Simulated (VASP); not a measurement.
# Cu (Fm-3m) in VASP: further runs, part 2 of 2

VASP 6.6.1. The steps go on from the part before.

**4. Relaxation of cell and atoms, LDA**

This run uses another cell than the first one, of 10.88 Å³/atom, 0.895 times its volume.

Contents of INCAR:

```
SYSTEM = Cu
ALGO     = Normal         ! electronic algorithm
EDIFF    = 1E-6           ! SCF threshold, eV
EDIFFG   = -0.001         ! ionic threshold
ENCUT    = 600            ! plane-wave cutoff, eV
IBRION   = 2              ! ionic algorithm
ISIF     = 3              ! what is computed and relaxed
ISMEAR   = -1             ! smearing method
LASPH    = .TRUE.         ! aspherical terms in the spheres
LCHARG   = .FALSE.        ! write CHGCAR
LREAL    = .FALSE.        ! projectors in reciprocal space
LWAVE    = .FALSE.        ! write WAVECAR
NELM     = 60             ! most SCF steps
NSW      = 80             ! ionic steps
PREC     = Accurate       ! precision mode
SIGMA    = 0.15           ! smearing width, eV
```

Contents of KPOINTS:

```
k-points
0
G
  28 28 28
  0 0 0
```

Contents of POSCAR:

```
Cu
1.0
    0.0000000000      1.7588811948      1.7588811948
    1.7588811948      0.0000000000      1.7588811948
    1.7588811948      1.7588811948      0.0000000000
Cu
1
Direct
    0.0000000000      0.0000000000      0.0000000000
```

Potentials or basis: VASP PAW LDA potentials, release 64 (Cu).

On the command line:

```sh
> cat potpaw_LDA.64/Cu/POTCAR > POTCAR
> mpirun -np 1 vasp_std > vasp.out
```

OUTCAR:

```text
SYSTEM = Cu
   EDIFF = 1E-6
   EDIFFG = -0.001
   ENCUT = 600
   IBRION = 2
   ISIF = 3
   ISMEAR = -1
   LASPH = .TRUE.
   LREAL = .FALSE.
   NELM = 60
   NSW = 80
   PREC = Accurate

 ion  position               nearest neighbor table
   1  0.000  0.000  0.000-

  LATTYP: Found a face centered cubic cell.
 ALAT       =     3.5177623896

  Lattice vectors:

 A1 = (   0.0000000000,   1.7588811948,   1.7588811948)
 A2 = (   1.7588811948,   0.0000000000,   1.7588811948)
 A3 = (   1.7588811948,   1.7588811948,   0.0000000000)

Analysis of symmetry for initial positions (statically):
=====================================================================
 Subroutine PRICEL returns:
 Original cell was already a primitive cell.

 Routine SETGRP: Setting up the symmetry group for a
 face centered cubic supercell.

 Subroutine GETGRP returns: Found 48 space group operations
 (whereof 48 operations were pure point group operations)
 out of a pool of 48 trial point group operations.

The static configuration has the point symmetry O_h .

Analysis of symmetry for dynamics (positions and initial velocities):
=====================================================================
 Subroutine PRICEL returns:
 Original cell was already a primitive cell.

[... 328 lines left out ...]
--------------------------------------- Ionic step       14  -------------------------------------------

 number of electron      11.0000001 magnetization

 Free energy of the ion-electron system (eV)
  ---------------------------------------------------
  ext. energy  EPLUGINS =         0.00000000
  ---------------------------------------------------
  free energy    TOTEN  =        -4.71838248 eV

  energy without entropy =       -4.69743287  energy(sigma->0) =       -4.70790767

 E-fermi :   8.3607     XC(G=0): -13.5549

 val. band max:        8.3566563894   @ k =   0.5000   0.2143   0.0714
 cond. band min:       8.3823088827   @ k =   0.5000   0.2857   0.1071
 fundamental gap:      0.0256524933
 Fermi energy:         8.3606892098

 k-point     1 :       0.0000    0.0000    0.0000
  band No.  band energies     occupation
      1      -1.6100      2.00000
      2       5.0114      2.00000
      3       5.0114      2.00000
      4       5.0114      2.00000
      5       5.9538      2.00000
      6       5.9538      2.00000
      7      31.6168      0.00000
      8      34.6955      0.00000
      9      34.6955      0.00000
[... 265 lines left out ...]
 k-point    24 :       0.3214    0.0357    0.0000
  band No.  band energies     occupation
      1       1.5846      2.00000
      2       4.8259      2.00000
      3       5.1228      2.00000
      4       5.1536      2.00000
      5       6.1858      2.00000
      6       6.2797      2.00000
      7      18.5626      0.00000
      8      30.6563      0.00000
      9      30.7265      0.00000

 [... further k-points ...]

------------------------ aborting loop because EDIFF is reached ----------------------------------------

  FORCE on cell =-STRESS in cart. coord.  units (eV):
  Direction    XX          YY          ZZ          XY          YZ          ZX
  --------------------------------------------------------------------------------------
  -------------------------------------------------------------------------------------
  Total        0.0007360      0.0007360      0.0007360     -0.0000000      0.0000000      0.0000000
  in kB        0.1077583      0.1077583      0.1077583     -0.0000000      0.0000000      0.0000000
  external PRESSURE =       0.1077583 kB  Pullay stress =       0.0000000 kB
[... 16 lines left out ...]
  FREE ENERGIE OF THE ION-ELECTRON SYSTEM (eV)
  ---------------------------------------------------
  free  energy   TOTEN  =        -4.7183824765 eV

  energy  without entropy=       -4.6974328677  energy(sigma->0) =       -4.70790767

 reached required accuracy - stopping structural energy minimisation
```

Wall time 2.3 min (1 thread of Intel Xeon Platinum 8488C (Sapphire Rapids), shared host); peak memory 0.2 GiB.

What came out:

* Free energy: -4.7184 eV
* Relaxed volume: 10.94 Å³/atom
* Relaxed cell: a = 2.492 Å, b = 2.492 Å, c = 2.492 Å, α = 60.00°, β = 60.00°, γ = 60.00°
* Space group after relaxing (to 0.05 Å): Fm-3m (No. 225)
* Energy gained by relaxing: 0.2 meV/atom
* Ionic steps: 14
* Pressure after relaxing: 0.0 GPa

The path:
| step | energy change (eV) | largest force (eV/Å) | pressure (GPa) | volume (Å³) |
| --- | --- | --- | --- | --- |
| 1 | 0.0000 | 0.0000 | 1.06 | 10.88 |
| 2 | -0.0001 | 0.0000 | -0.88 | 11.00 |
| 3 | -0.0002 | 0.0000 | -0.06 | 10.94 |
| 4 | -0.0002 | 0.0000 | 0.05 | 10.94 |
| 5 | -0.0002 | 0.0000 | 0.03 | 10.94 |
| 6 | -0.0002 | 0.0000 | -0.08 | 10.94 |
| 7 | -0.0002 | 0.0000 | 0.11 | 10.94 |
| 8 | -0.0002 | 0.0000 | 0.04 | 10.94 |
| 9 | -0.0002 | 0.0000 | 0.03 | 10.94 |
| 10 | -0.0002 | 0.0000 | 0.03 | 10.94 |
| 11 | -0.0002 | 0.0000 | 0.03 | 10.94 |
| 12 | -0.0002 | 0.0000 | 0.02 | 10.94 |
| 13 | -0.0002 | 0.0000 | 0.02 | 10.94 |
| 14 | -0.0002 | 0.0000 | 0.01 | 10.94 |

Final structure:
```
Cu
1.0
     0.00000    1.76212    1.76212
     1.76212    0.00000    1.76212
     1.76212    1.76212    0.00000
Cu
1
Direct
  0.00000 0.00000 0.00000
```

Levels at points of the mesh, in eV from the Fermi level:
```tsv
k point	band 3	band 4	band 5	band 6	band 7	band 8	band 9
(0.00, 0.00, 0.00)	-3.35	-3.35	-2.41	-2.41	23.26	26.33	26.33
(0.50, 0.00, 0.00)	-3.38	-1.77	-1.77	-1.23	4.10	21.74	23.10
(0.50, 0.50, 0.00)	-1.78	-1.61	-1.61	1.40	7.63	13.58	13.58
```

**5. The runs side by side**

```csv
potentials or basis,cell,k mesh,cutoff (eV),smearing,second run,gap on the mesh (eV),pressure (GPa),relaxed volume (Å³/atom)
"VASP PAW LDA potentials, release 64 (Cu_sv_GW)","relaxed from a = 2.581 Å, angles 60.0°, 1 atom",10 × 10 × 10,700,gaussian 0.1 eV,valence_matched,none,-0.4,10.75
"VASP PAW LDA potentials, release 64 (Cu)","relaxed from a = 2.489 Å, angles 60.0°, 1 atom",28 × 28 × 28,600,gaussian 0.1 eV,-,none,0.0,10.94
"VASP PAW LDA potentials, release 64 (Cu)","relaxed from a = 2.487 Å, angles 60.0°, 1 atom",28 × 28 × 28,600,fermi-dirac 0.15 eV,-,none,0.0,10.94
```

Alike in all rows: task relaxation of cell and atoms; level LDA; no spin polarisation.

Caveats: the volume moved by -12 % from the deposited cell, more than functionals usually miss (some runs).

Total energies depend on the potentials used, so only differences within one code and one set of settings carry meaning.
